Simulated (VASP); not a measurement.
# Ga (Cmcm) in VASP: further runs, part 2 of 3

VASP 6.6.1. Earlier steps stand in the parts before.

### 4 Electric field gradients, LDA (19.06 Å³/atom)

This run uses another cell than the first one, of 19.06 Å³/atom.

INCAR

```
PREC = Accurate
ENCUT = 520
EDIFF = 1E-8
ISMEAR = -1
SIGMA = 0.08
LREAL = F
LASPH = T
NELM = 80
ALGO = Normal
ISIF = 2
LWAVE = F
LCHARG = F
LEFG = T
NBANDS = 20
```

KPOINTS

```
regular mesh
0
Gamma
  12 12 10
```

POSCAR

```
Ga
1.0
    1.4596029289     -4.0919213144      0.0000000000
    1.4596029289      4.0919213144      0.0000000000
    0.0000000000      0.0000000000      3.1909939893
Ga
2
Direct
    0.8670000000      0.1330000000      0.2500000000
    0.1330000000      0.8670000000      0.7500000000
```

Potentials or basis: VASP PAW LDA potentials, release 64 (Ga_d).

Command:

```sh
cat potpaw_LDA.64/Ga_d/POTCAR > POTCAR
mpirun -np 1 vasp_std > vasp.out
```

OUTCAR:

```text
PREC = Accurate
   ENCUT = 520
   EDIFF = 1E-8
   ISMEAR = -1
   LREAL = F
   LASPH = T
   NELM = 80
   ISIF = 2

 ion  position               nearest neighbor table
   1  0.867  0.133  0.250-   2 2.70   2 2.70   2 2.89   2 2.89   2 2.89   2 2.89
   2  0.133  0.867  0.750-   1 2.70   1 2.70   1 2.89   1 2.89   1 2.89   1 2.89

  LATTYP: Found a base centered orthorhombic cell.
 ALAT       =     2.9192058578
 B/A-ratio  =     2.8034482758
 C/A-ratio  =     1.0931034482

  Lattice vectors:

 A1 = (   1.4596029289,  -4.0919213144,   0.0000000000)
 A2 = (   1.4596029289,   4.0919213144,   0.0000000000)
 A3 = (   0.0000000000,   0.0000000000,   3.1909939893)

Analysis of symmetry for initial positions (statically):
=====================================================================
 Subroutine PRICEL returns:
 Original cell was already a primitive cell.

 Routine SETGRP: Setting up the symmetry group for a
 base centered orthorhombic supercell.

 Subroutine GETGRP returns: Found  8 space group operations
 (whereof  4 operations were pure point group operations)
 out of a pool of  8 trial point group operations.

The static configuration has the point symmetry C_2h.
 The point group associated with its full space group is D_2h.

Analysis of symmetry for dynamics (positions and initial velocities):
=====================================================================
 Subroutine PRICEL returns:
 Original cell was already a primitive cell.

 Routine SETGRP: Setting up the symmetry group for a
 base centered orthorhombic supercell.

 Subroutine GETGRP returns: Found  8 space group operations
 (whereof  4 operations were pure point group operations)
 out of a pool of  8 trial point group operations.

The dynamic configuration has the point symmetry C_2h.
 The point group associated with its full space group is D_2h.

 Subroutine INISYM returns: Found  8 space group operations
 (whereof  4 operations are pure point group operations),
 and found     1 'primitive' translations

----------------------------------------------------------------------------------------

                                     Primitive cell

  volume of cell :      38.1169

  direct lattice vectors                    reciprocal lattice vectors
     1.459602929 -4.091921314  0.000000000     0.342558918 -0.122191988  0.000000000
     1.459602929  4.091921314  0.000000000     0.342558918  0.122191988  0.000000000
     0.000000000  0.000000000  3.190993989     0.000000000  0.000000000  0.313381975

  length of vectors
     4.344451721  4.344451721  3.190993989     0.363699731  0.363699731  0.313381975

  position of ions in fractional coordinates (direct lattice)
     0.867000000  0.133000000  0.250000000
     0.133000000  0.867000000  0.750000000

  ion indices of the primitive-cell ions
   primitive index   ion index
                 1           1
                 2           2

[... 76 lines left out ...]
   NFREE  =      0    steps in history (QN), initial steepest desc. (CG)
   ISIF   =      2    stress and relaxation
   ISYM   =      2    0-nonsym 1-usesym 2-fastsym
   POTIM  = 0.5000    time-step for ionic-motion
   TEBEG  =    0.0;   TEEND  =   0.0 temperature during run
   PSTRESS=    0.0 pullay stress
   NELECT =      26.0000    total number of electrons
   NUPDOWN=      -1.0000    fix difference up-down
   EMIN   =  10.00;   EMAX   =-10.00  energy-range for DOS
   EFERMI =   0.00;   METHOD = LEGACY
   ISMEAR =    -1;   SIGMA  =   0.08  broadening in eV -4-tet -1-fermi 0-gaus
   EFERMI_NEDOS =   21; number of points for ismear=-14 and -15
   IALGO  =     38    algorithm
   IMIX   =      4    mixing-type and parameters
     AMIX     =   0.40;   BMIX     =  1.00
     AMIX_MAG =   1.60;   BMIX_MAG =  1.00
  volume/ion in A,a.u.               =      19.06       128.61
  Fermi-wavevector in a.u.,A,eV,Ry     =   1.441097  2.723279 28.256052  2.076761
  Thomas-Fermi vector in A             =   2.559768
   LORBIT       =      0    0 simple, 1 ext, 2 COOP (PROOUT), +10 PAW based schemes
   GGA     = CA    functional components
   LHFCALC =     F    Hartree Fock is set to
   AEXX    =    0.0000 exact exchange contribution
   IVDW    =     0    specifies the selected vdW correction
   LEPSILON=     F    determine dielectric tensor
   LRPA    =     F    only Hartree local field effects (RPA)
 non-spin polarized calculation
  energy-cutoff  :      520.00
  volume of cell :       38.12
 maximum number of plane-waves:      1047
   NGX = 17   NGY = 17   NGZ = 11

 number of electron      26.0000012 magnetization

 Free energy of the ion-electron system (eV)
  ---------------------------------------------------
  ext. energy  EPLUGINS =         0.00000000
  ---------------------------------------------------
  free energy    TOTEN  =        -7.08956527 eV

  energy without entropy =       -7.07203515  energy(sigma->0) =       -7.08080021

 E-fermi :   5.2065     XC(G=0): -11.2307

 val. band max:        5.2038937826   @ k =   0.1667   0.0000   0.0000
 cond. band min:       5.2346481956   @ k =   0.3333   0.2500   0.4000
 fundamental gap:      0.0307544130
 Fermi energy:         5.2064850628

 k-point     1 :       0.0000    0.0000    0.0000
  band No.  band energies     occupation
      1     -10.0337      2.00000
      2     -10.0144      2.00000
      3      -9.9475      2.00000
      4      -9.9306      2.00000
      5      -9.7519      2.00000
      6      -9.7377      2.00000
[... 541 lines left out ...]
     19      15.6777      0.00000
     20      17.7149      0.00000

 [... further k-points ...]

------------------------ aborting loop because EDIFF is reached ----------------------------------------

  FORCE on cell =-STRESS in cart. coord.  units (eV):
  Direction    XX          YY          ZZ          XY          YZ          ZX
  --------------------------------------------------------------------------------------
  -------------------------------------------------------------------------------------
  Total       -1.5405808     -0.9048015     -0.8229148      0.0000000     -0.0000000      0.0000000
  in kB      -64.7555642    -38.0317156    -34.5897529      0.0000000     -0.0000000      0.0000000
  external PRESSURE =     -45.7923442 kB  Pullay stress =       0.0000000 kB

 VOLUME and BASIS-vectors are now :
 -----------------------------------------------------------------------------
  energy-cutoff  :      520.00
  volume of cell :       38.12
      direct lattice vectors                 reciprocal lattice vectors
     1.459602929 -4.091921314  0.000000000     0.342558918 -0.122191988  0.000000000
     1.459602929  4.091921314  0.000000000     0.342558918  0.122191988  0.000000000
     0.000000000  0.000000000  3.190993989     0.000000000  0.000000000  0.313381975

 POSITION                                       TOTAL-FORCE (eV/Angst)
 -----------------------------------------------------------------------------------
      1.45960     -3.00347      0.79775         0.000000      0.169898      0.000000
      1.45960      3.00347      2.39325         0.000000     -0.169898     -0.000000
 -----------------------------------------------------------------------------------
    total drift:                                0.000000      0.000000     -0.000000

  FREE ENERGIE OF THE ION-ELECTRON SYSTEM (eV)
  ---------------------------------------------------
  free  energy   TOTEN  =        -7.0895652684 eV

  energy  without entropy=       -7.0720351506  energy(sigma->0) =       -7.08080021

 Electric field gradients (V/A^2)
---------------------------------------------------------------------
 ion       V_xx      V_yy      V_zz      V_xy      V_xz      V_yz
---------------------------------------------------------------------
   1      10.576   -27.062    16.486    -0.000     0.000    -0.000
   2      10.576   -27.062    16.486     0.000     0.000     0.000
---------------------------------------------------------------------

 Electric field gradients after diagonalization (V/A^2)
 (convention: |V_zz| > |V_xx| > |V_yy|)
----------------------------------------------------------------------
 ion       V_xx      V_yy      V_zz     asymmetry (V_yy - V_xx)/ V_zz
----------------------------------------------------------------------
   1      16.486    10.576   -27.062       0.218
   2      16.486    10.576   -27.062       0.218
----------------------------------------------------------------------

           NMR quadrupolar parameters

 Cq : quadrupolar parameter    Cq=e*Q*V_zz/h
 eta: asymmetry parameters     (V_yy - V_xx)/ V_zz
 Q  : nuclear electric quadrupole moment in mb (millibarn)
----------------------------------------------------------------------
 ion       Cq(MHz)       eta       Q (mb)
----------------------------------------------------------------------
   1      -0.065       0.218       1.000
   2      -0.065       0.218       1.000
----------------------------------------------------------------------
```

OSZICAR:

```text
N       E                     dE             d eps       ncg     rms          rms(c)
DAV:   1     0.132168885053E+03    0.13217E+03   -0.13279E+04 10832   0.245E+03
DAV:   2     0.470114101847E+01   -0.12747E+03   -0.12441E+03 10620   0.386E+02
DAV:   3    -0.698157420370E+01   -0.11683E+02   -0.11622E+02 11740   0.956E+01
DAV:   4    -0.715994568272E+01   -0.17837E+00   -0.17827E+00 11692   0.131E+01
DAV:   5    -0.716296152195E+01   -0.30158E-02   -0.30157E-02 11668   0.169E+00    0.136E+00
DAV:   6    -0.710474439330E+01    0.58217E-01   -0.99250E-02 14128   0.506E+00    0.675E-01
DAV:   7    -0.709105256682E+01    0.13692E-01   -0.17292E-02 14788   0.169E+00    0.186E-01
DAV:   8    -0.708955898167E+01    0.14936E-02   -0.23647E-03 11404   0.666E-01    0.165E-02
DAV:   9    -0.708956575748E+01   -0.67758E-05   -0.83472E-05 12084   0.967E-02    0.574E-03
DAV:  10    -0.708956528574E+01    0.47174E-06   -0.58540E-06 11976   0.304E-02    0.125E-03
DAV:  11    -0.708956527437E+01    0.11372E-07   -0.41496E-07 12212   0.772E-03    0.465E-04
DAV:  12    -0.708956526841E+01    0.59581E-08   -0.52085E-08 11816   0.296E-03
   1 F= -.70895653E+01 E0= -.70808002E+01  d E =-.175301E-01
```

stdout:

```text
POSCAR found type information on POSCAR Ga
 POSCAR found :  1 types and       2 ions
 scaLAPACK will be used
 LDA part: xc-table for (Slater(with rela. corr.)+CA(PZ))
 , standard interpolation
 POSCAR, INCAR and KPOINTS ok, starting setup
 FFT: planning ... GRIDC
 FFT: planning ... GRID_SOFT
 FFT: planning ... GRID
 WAVECAR not read
 entering main loop
ion   1

ion   2
```

Run time: 96 s. Hardware: 1 thread of AMD EPYC 9R45 (Zen 5), shared host; peak memory 0.23 GiB.

Results:

```
Free energy                             : -7.0896 eV
Pressure                                : -4.6 GPa
Largest force                           : 0.170 eV/Å
Band gap on the k mesh                  : zero (bands 13 and 14 overlap by 9.13 eV)
Largest electric field gradient by atom : Ga -27.1 V/Å²
```

Forces in eV/Å, atoms in the order of the input:
```
Ga   0.000  0.170  0.000
Ga   0.000 -0.170  0.000
```

Electric field gradients, principal values (V/Å²):
```csv
atom,least,middle,greatest (by size)
1 Ga,10.576,16.486,-27.062
2 Ga,10.576,16.486,-27.062
```

Caveat: the cell stands under tension; without QUAD_EFG the Cq values of the log hold for a quadrupole moment of 1 mb, not for the nuclei.

### 5 Electric field gradients, LDA (equal xx and yy strain of -1 %)

INCAR

```
SYSTEM = Ga
  ALGO = Normal
  EDIFF = 1E-8
  ENCUT = 520
  GGA = CA
  ISIF = 2
  ISMEAR = -1
  LASPH = .TRUE.
  LCHARG = .FALSE.
  LEFG = .TRUE.
  LREAL = .FALSE.
  LWAVE = .FALSE.
  NBANDS = 20
  NELM = 60
  PREC = Accurate
  SIGMA = 0.08
```

KPOINTS

```
k-points
0
G
  12 12 10
  0 0 0
```

POSCAR

```
Ga
1.0
    1.4355000000     -4.0243500000      0.0000000000
    1.4355000000      4.0243500000      0.0000000000
    0.0000000000      0.0000000000      3.1700000000
Ga
2
Direct
    0.8670000000      0.1330000000      0.2500000000
    0.1330000000      0.8670000000      0.7500000000
```

Potentials or basis: VASP PAW LDA potentials, release 64 (Ga_d).

Command:

```sh
cat potpaw_LDA.64/Ga_d/POTCAR > POTCAR
mpirun -np 1 vasp_std > vasp.out
```

OUTCAR:

```text
SYSTEM = Ga
   EDIFF = 1E-8
   ENCUT = 520
   GGA = CA
   ISIF = 2
   ISMEAR = -1
   LASPH = .TRUE.
   LREAL = .FALSE.
   NELM = 60
   PREC = Accurate

 ion  position               nearest neighbor table
   1  0.867  0.133  0.250-   2 2.66   2 2.66   2 2.85   2 2.85   2 2.85   2 2.85
   2  0.133  0.867  0.750-   1 2.66   1 2.66   1 2.85   1 2.85   1 2.85   1 2.85

  LATTYP: Found a base centered orthorhombic cell.
 ALAT       =     2.8710000000
 B/A-ratio  =     2.8034482759
 C/A-ratio  =     1.1041448972

  Lattice vectors:

 A1 = (   1.4355000000,  -4.0243500000,   0.0000000000)
[... 767 lines left out ...]
  free  energy   TOTEN  =        -7.1272022322 eV

  energy  without entropy=       -7.1097350988  energy(sigma->0) =       -7.11846867

 Electric field gradients (V/A^2)
---------------------------------------------------------------------
 ion       V_xx      V_yy      V_zz      V_xy      V_xz      V_yz
---------------------------------------------------------------------
   1       9.935   -27.845    17.910    -0.000     0.000    -0.000
   2       9.935   -27.845    17.910     0.000     0.000     0.000
---------------------------------------------------------------------

 Electric field gradients after diagonalization (V/A^2)
 (convention: |V_zz| > |V_xx| > |V_yy|)
----------------------------------------------------------------------
 ion       V_xx      V_yy      V_zz     asymmetry (V_yy - V_xx)/ V_zz
----------------------------------------------------------------------
   1      17.910     9.935   -27.845       0.286
   2      17.910     9.935   -27.845       0.286
----------------------------------------------------------------------

           NMR quadrupolar parameters

 Cq : quadrupolar parameter    Cq=e*Q*V_zz/h
 eta: asymmetry parameters     (V_yy - V_xx)/ V_zz
 Q  : nuclear electric quadrupole moment in mb (millibarn)
----------------------------------------------------------------------
 ion       Cq(MHz)       eta       Q (mb)
----------------------------------------------------------------------
   1      -0.067       0.286       1.000
   2      -0.067       0.286       1.000
----------------------------------------------------------------------
```

stdout:

```text
POSCAR found type information on POSCAR Ga
 POSCAR found :  1 types and       2 ions
 scaLAPACK will be used
 LDA part: xc-table for (Slater(with rela. corr.)+CA(PZ))
 , standard interpolation
 POSCAR, INCAR and KPOINTS ok, starting setup
 FFT: planning ... GRIDC
 FFT: planning ... GRID_SOFT
 FFT: planning ... GRID
 WAVECAR not read
 entering main loop
ion   1

ion   2
```

Wall time 55 s (1 thread of Intel Xeon 6975P-C (Granite Rapids), shared host); peak memory 0.25 GiB.

Results:

```yaml
Free_energy: -7.1272 eV
Pressure: -2.9 GPa
Largest_force: 0.189 eV/Å
Band_gap_on_the_k_mesh: zero (bands 13 and 14 overlap by 9.30 eV)
Largest_electric_field_gradient_by_atom: Ga -27.8 V/Å²
```

Forces in eV/Å, atoms in the order of the input:
```
Ga   0.000  0.189  0.000
Ga   0.000 -0.189  0.000
```

Stress tensor (GPa, compression positive):
```
-5.00  0.00  0.00
 0.00 -2.07  0.00
 0.00  0.00 -1.52
```

Levels at points of the mesh, in eV from the Fermi level:
| k point | band 10 | band 11 | band 12 | band 13 | band 14 | band 15 | band 16 | band 17 |
| --- | --- | --- | --- | --- | --- | --- | --- | --- |
| (0.00, 0.00, 0.00) | -14.78 | -11.41 | -2.28 | -1.57 | 2.68 | 6.54 | 7.99 | 8.94 |
| (0.50, 0.00, 0.00) | -14.84 | -6.76 | -5.48 | -1.76 | -0.39 | 6.55 | 6.59 | 9.10 |
| (0.50, 0.50, 0.00) | -14.85 | -9.34 | -8.70 | 4.97 | 5.72 | 5.91 | 7.01 | 7.15 |
| (0.00, 0.00, 0.50) | -14.86 | -7.58 | -7.58 | 1.86 | 1.86 | 2.55 | 2.55 | 10.46 |
| (0.50, 0.00, 0.50) | -14.83 | -3.12 | -3.12 | -1.66 | -1.66 | 1.86 | 1.86 | 4.33 |
| (0.50, 0.50, 0.50) | -14.92 | -5.73 | -5.73 | -4.33 | -4.33 | 9.71 | 9.71 | 11.58 |

Electric field gradients, principal values (V/Å²):
```tsv
atom	least	middle	greatest (by size)
1 Ga	9.935	17.910	-27.845
2 Ga	9.935	17.910	-27.845
```

Caveat: the cell differs from its parent crystal (equal xx and yy strain of -1 %); without QUAD_EFG the Cq values of the log hold for a quadrupole moment of 1 mb, not for the nuclei.

(Part 2 of 3 ends here.)

The gap in the log of VASP goes by the Fermi energy; the results here count the filled bands.